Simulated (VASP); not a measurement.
# AlN (P6_3mc) in VASP: single point with PBE

Aim: the single point of AlN with PBE.

All numbers are computed with VASP 6.6.1; they aren't measurements. Logs are shortened: lines on timing, memory, paths and dates and some standing lists are left out, and cuts for length are marked.

### Step 1. The cell of the first run

Symmetry: P6_3mc, No. 186, hexagonal system. The conventional cell has a = 3.129 Å, b = 3.129 Å, c = 5.017 Å, α = 90.00°, β = 90.00°, γ = 120.00°. Al (site symmetry 3m) has 4 N at 1.90 to 1.91 Å within 2.5 Å. N (site symmetry 3m) has 4 Al at 1.90 to 1.91 Å within 2.5 Å.

### Step 2. Single point, PBE

INCAR

```
  ALGO = Normal
  EDIFF = 1E-6
  ENCUT = 600
  GGA = PE
  GGA_COMPAT = False
  ISIF = 2
  ISMEAR = 0
  LASPH = True
  LCHARG = False
  LREAL = False
  LWAVE = False
  NBANDS = 16
  NELM = 120
  PREC = Accurate
  SIGMA = 0.1
```

KPOINTS

```
k-points
0
Gamma
  6 6 4
```

POSCAR

```
AlN
1.0
    3.1285882000      0.0000000000      0.0000000000
   -1.5642941000      2.7094368900      0.0000000000
    0.0000000000      0.0000000000      5.0169549000
Al N
2 2
Direct
    0.6666666900      0.3333333400      0.4992870100
    0.3333333400      0.6666666900      0.9992870100
    0.6666666900      0.3333333400      0.8807129900
    0.3333333400      0.6666666900      0.3807129900
```

Potentials or basis: VASP PAW PBE potentials, release 64 (Al, N).

Run with:

```console
$ cat potpaw_PBE.64/Al/POTCAR potpaw_PBE.64/N/POTCAR > POTCAR
$ mpirun -np 1 vasp_std > vasp.out
```

OUTCAR:

```text
EDIFF = 1E-6
   ENCUT = 600
   GGA = PE
   ISIF = 2
   ISMEAR = 0
   LASPH = True
   LREAL = False
   NELM = 120
   PREC = Accurate

 ion  position               nearest neighbor table
   1  0.667  0.333  0.499-   4 1.90   4 1.90   4 1.90   3 1.91   2 3.09   2 3.09   2 3.09   2 3.09
                             2 3.09   2 3.09
   2  0.333  0.667  0.999-   3 1.90   3 1.90   3 1.90   4 1.91   1 3.09   1 3.09   1 3.09   1 3.09
                             1 3.09   1 3.09
   3  0.667  0.333  0.881-   2 1.90   2 1.90   2 1.90   1 1.91
   4  0.333  0.667  0.381-   1 1.90   1 1.90   1 1.90   2 1.91

  LATTYP: Found a hexagonal cell.
 ALAT       =     3.1285882000
 C/A-ratio  =     1.6035842940

  Lattice vectors:

 A1 = (   3.1285882000,   0.0000000000,   0.0000000000)
 A2 = (  -1.5642941000,   2.7094368900,   0.0000000000)
 A3 = (   0.0000000000,   0.0000000000,   5.0169549000)

Analysis of symmetry for initial positions (statically):
=====================================================================
 Subroutine PRICEL returns:
 Original cell was already a primitive cell.

 Routine SETGRP: Setting up the symmetry group for a
 hexagonal supercell.

 Subroutine GETGRP returns: Found 12 space group operations
 (whereof  6 operations were pure point group operations)
 out of a pool of 24 trial point group operations.

The static configuration has the point symmetry C_3v.
 The point group associated with its full space group is C_6v.

Analysis of symmetry for dynamics (positions and initial velocities):
=====================================================================
 Subroutine PRICEL returns:
 Original cell was already a primitive cell.

 Routine SETGRP: Setting up the symmetry group for a
 hexagonal supercell.

 Subroutine GETGRP returns: Found 12 space group operations
 (whereof  6 operations were pure point group operations)
 out of a pool of 24 trial point group operations.

The dynamic configuration has the point symmetry C_3v.
 The point group associated with its full space group is C_6v.

 Subroutine INISYM returns: Found 12 space group operations
 (whereof  6 operations are pure point group operations),
 and found     1 'primitive' translations

----------------------------------------------------------------------------------------

                                     Primitive cell

  volume of cell :      42.5273

  direct lattice vectors                    reciprocal lattice vectors
     3.128588200  0.000000000  0.000000000     0.319632990  0.184540191  0.000000000
    -1.564294100  2.709436890  0.000000000     0.000000000  0.369080381  0.000000000
     0.000000000  0.000000000  5.016954900     0.000000000  0.000000000  0.199324096

  length of vectors
     3.128588200  3.128588227  5.016954900     0.369080384  0.369080381  0.199324096

  position of ions in fractional coordinates (direct lattice)
     0.666666690  0.333333340  0.499287010
     0.333333340  0.666666690  0.999287010
     0.666666690  0.333333340  0.880712990
     0.333333340  0.666666690  0.380712990

  ion indices of the primitive-cell ions
   primitive index   ion index
                 1           1
                 2           2
                 3           3
                 4           4

----------------------------------------------------------------------------------------

 KPOINTS: k-points

Automatic generation of k-mesh.
 Grid dimensions read from file:
 generate k-points for:    6    6    4

 Generating k-lattice:

  Cartesian coordinates                     Fractional coordinates (reciprocal lattice)
     0.053272165  0.030756698  0.000000000     0.166666667 -0.000000000  0.000000000
     0.000000000  0.061513397  0.000000000     0.000000000  0.166666667  0.000000000
     0.000000000  0.000000000  0.049831024     0.000000000  0.000000000  0.250000000

  Length of vectors
     0.061513397  0.061513397  0.049831024

  Shift w.r.t. Gamma in fractional coordinates (k-lattice)
     0.000000000  0.000000000  0.000000000

 Subroutine IBZKPT returns following result:
 ===========================================

 Found     21 irreducible k-points:

 Following reciprocal coordinates:
            Coordinates               Weight
  0.000000  0.000000  0.000000      1.000000
  0.166667  0.000000  0.000000      6.000000
  0.333333  0.000000  0.000000      6.000000
  0.500000  0.000000  0.000000      3.000000
  0.166667  0.166667  0.000000      6.000000
  0.333333  0.166667  0.000000     12.000000
[... 13 lines left out ...]
  0.333333  0.166667  0.500000     12.000000
  0.333333  0.333333  0.500000      2.000000
   k-points           NKPTS =     21   k-points in BZ     NKDIM =     21   number of bands    NBANDS=     16
   number of dos      NEDOS =    301   number of ions     NIONS =      4
   total plane-waves  NPLWV =  31360
   dimension x,y,z NGX =    28 NGY =   28 NGZ =   40
   dimension x,y,z NGXF=    56 NGYF=   56 NGZF=   80
   ions per type =               2   2
   NGX,Y,Z   is equivalent  to a cutoff of  14.88, 14.88, 13.25 a.u.
   NGXF,Y,Z  is equivalent  to a cutoff of  29.76, 29.76, 26.51 a.u.
 SYSTEM =  unknown system
   PREC   = accura    normal or accurate (medium, high low for compatibility)
   ISTART =      0    job   : 0-new  1-cont  2-samecut
   ICHARG =      2    charge: 1-file 2-atom 10-const
   ISPIN  =      1    spin polarized calculation?
   LNONCOLLINEAR =      F non collinear calculations
   LSORBIT =      F    spin-orbit coupling
   LASPH  =      T    aspherical Exc in radial PAW
   ENCUT  =  600.0 eV  44.10 Ry    6.64 a.u.   6.25  6.25 10.02*2*pi/ulx,y,z
   NELM   =    120;   NELMIN=  2; NELMDL= -5     # of ELM steps
   EDIFF  = 0.1E-05   stopping-criterion for ELM
   LREAL  =      F    real-space projection
   EDIFFG = 0.1E-04   stopping-criterion for IOM
   NSW    =      0    number of steps for IOM
   IBRION =     -1    ionic relax: 0-MD 1-quasi-New 2-CG
   NFREE  =      0    steps in history (QN), initial steepest desc. (CG)
   ISIF   =      2    stress and relaxation
   ISYM   =      2    0-nonsym 1-usesym 2-fastsym
   POTIM  = 0.5000    time-step for ionic-motion
   TEBEG  =    0.0;   TEEND  =   0.0 temperature during run
   PSTRESS=    0.0 pullay stress
   NELECT =      16.0000    total number of electrons
   NUPDOWN=      -1.0000    fix difference up-down
   EMIN   =  10.00;   EMAX   =-10.00  energy-range for DOS
   EFERMI =   0.00;   METHOD = LEGACY
   ISMEAR =     0;   SIGMA  =   0.10  broadening in eV -4-tet -1-fermi 0-gaus
   EFERMI_NEDOS =   21; number of points for ismear=-14 and -15
   IALGO  =     38    algorithm
   IMIX   =      4    mixing-type and parameters
     AMIX     =   0.40;   BMIX     =  1.00
     AMIX_MAG =   1.60;   BMIX_MAG =  1.00
  volume/ion in A,a.u.               =      10.63        71.75
  Fermi-wavevector in a.u.,A,eV,Ry     =   1.181841  2.233355 19.003903  1.396747
  Thomas-Fermi vector in A             =   2.318106
   LORBIT       =      0    0 simple, 1 ext, 2 COOP (PROOUT), +10 PAW based schemes
   GGA     = PE    functional components
   LHFCALC =     F    Hartree Fock is set to
   AEXX    =    0.0000 exact exchange contribution
   IVDW    =     0    specifies the selected vdW correction
   LEPSILON=     F    determine dielectric tensor
   LRPA    =     F    only Hartree local field effects (RPA)
 non-spin polarized calculation
 Gauss-broadening in eV      SIGMA  =   0.10
  energy-cutoff  :      600.00
  volume of cell :       42.53
 maximum number of plane-waves:      1432
 NGX is ok and might be reduce to    28
   NGX = 13   NGY = 13   NGZ = 21

 number of electron      15.9999999 magnetization

 Free energy of the ion-electron system (eV)
  ---------------------------------------------------
  ext. energy  EPLUGINS =         0.00000000
  ---------------------------------------------------
  free energy    TOTEN  =       -29.78216834 eV

  energy without entropy =      -29.78216834  energy(sigma->0) =      -29.78216834

 E-fermi :   6.3763     XC(G=0): -10.8322

 val. band max:        5.9740039858   @ k =   0.0000   0.0000   0.0000
 cond. band min:      10.0304871388   @ k =   0.0000   0.0000   0.0000
 fundamental gap:      4.0564831529
 Fermi energy:         6.3763473025

 k-point     1 :       0.0000    0.0000    0.0000
  band No.  band energies     occupation
      1      -9.0989      2.00000
      2      -7.0136      2.00000
      3       0.0635      2.00000
      4       5.1327      2.00000
      5       5.1327      2.00000
      6       5.7749      2.00000
[... 8 lines left out ...]
     15      18.9559      0.00000
     16      18.9559      0.00000

 k-point     2 :       0.1667    0.0000    0.0000
  band No.  band energies     occupation
      1      -8.7593      2.00000
      2      -6.8299      2.00000
      3       0.4740      2.00000
      4       3.7276      2.00000
      5       4.4872      2.00000
      6       4.7474      2.00000
[... 8 lines left out ...]
     15      18.2126      0.00000
     16      18.6692      0.00000

 k-point     3 :       0.3333    0.0000    0.0000
  band No.  band energies     occupation
      1      -7.8848      2.00000
      2      -6.5037      2.00000
      3       1.5177      2.00000
      4       1.6229      2.00000
      5       2.6833      2.00000
      6       4.1654      2.00000
[... 8 lines left out ...]
     15      17.8850      0.00000
     16      20.2074      0.00000

 k-point     4 :       0.5000    0.0000    0.0000
  band No.  band energies     occupation
      1      -7.1815      2.00000
      2      -6.5058      2.00000
      3       0.5965      2.00000
      4       1.8513      2.00000
      5       2.6783      2.00000
      6       3.9225      2.00000
[... 8 lines left out ...]
     15      18.6660      0.00000
     16      20.8871      0.00000
[... 267 lines left out ...]
 k-point    19 :       0.1667    0.1667    0.5000
  band No.  band energies     occupation
      1      -7.4438      2.00000
      2      -7.4438      2.00000
      3       1.8084      2.00000
      4       1.8084      2.00000
      5       4.1770      2.00000
      6       4.1770      2.00000
[... 8 lines left out ...]
     15      18.7730      0.00000
     16      18.7730      0.00000

 k-point    20 :       0.3333    0.1667    0.5000
  band No.  band energies     occupation
      1      -6.8385      2.00000
      2      -6.8385      2.00000
      3       0.8859      2.00000
      4       0.8859      2.00000
      5       3.3947      2.00000
      6       3.3947      2.00000
[... 8 lines left out ...]
     15      19.2778      0.00000
     16      19.2778      0.00000

 k-point    21 :       0.3333    0.3333    0.5000
  band No.  band energies     occupation
      1      -6.6203      2.00000
      2      -6.6203      2.00000
      3       1.1955      2.00000
      4       1.1955      2.00000
      5       2.1854      2.00000
      6       2.1854      2.00000
[... 8 lines left out ...]
     15      19.6983      0.00000
     16      19.6983      0.00000

------------------------ aborting loop because EDIFF is reached ----------------------------------------

  FORCE on cell =-STRESS in cart. coord.  units (eV):
  Direction    XX          YY          ZZ          XY          YZ          ZX
  --------------------------------------------------------------------------------------
  -------------------------------------------------------------------------------------
  Total       -0.0321765     -0.0321765     -0.0416336      0.0000000      0.0000000      0.0000000
  in kB       -1.2122224     -1.2122225     -1.5685073      0.0000000      0.0000000      0.0000000
  external PRESSURE =      -1.3309841 kB  Pullay stress =       0.0000000 kB

 VOLUME and BASIS-vectors are now :
 -----------------------------------------------------------------------------
  energy-cutoff  :      600.00
  volume of cell :       42.53
      direct lattice vectors                 reciprocal lattice vectors
     3.128588200  0.000000000  0.000000000     0.319632990  0.184540191  0.000000000
    -1.564294100  2.709436890  0.000000000     0.000000000  0.369080381  0.000000000
     0.000000000  0.000000000  5.016954900     0.000000000  0.000000000  0.199324096

 POSITION                                       TOTAL-FORCE (eV/Angst)
 -----------------------------------------------------------------------------------
      1.56429      0.90315      2.50490        -0.000000     -0.000000     -0.004398
     -0.00000      1.80629      5.01338        -0.000000     -0.000000     -0.004398
      1.56429      0.90315      4.41850         0.000000      0.000000      0.004398
     -0.00000      1.80629      1.91002        -0.000000     -0.000000      0.004398
 -----------------------------------------------------------------------------------
    total drift:                               -0.000040     -0.000013      0.000542

  FREE ENERGIE OF THE ION-ELECTRON SYSTEM (eV)
  ---------------------------------------------------
  free  energy   TOTEN  =       -29.7821683357 eV

  energy  without entropy=      -29.7821683357  energy(sigma->0) =      -29.78216834
```

Wall time 21 s (1 thread of AMD EPYC 7R43 (Zen 3), shared host); peak memory 0.14 GiB.

Results:

```yaml
Free_energy: -29.7822 eV
Pressure: -0.1 GPa
Largest_force: 0.004 eV/Å
Band_gap_on_the_k_mesh: 4.06 eV
```

Forces in eV/Å, atoms in the order of the input:
```
Al   0.000  0.000 -0.004
Al   0.000  0.000 -0.004
N    0.000  0.000  0.004
N    0.000  0.000  0.004
```
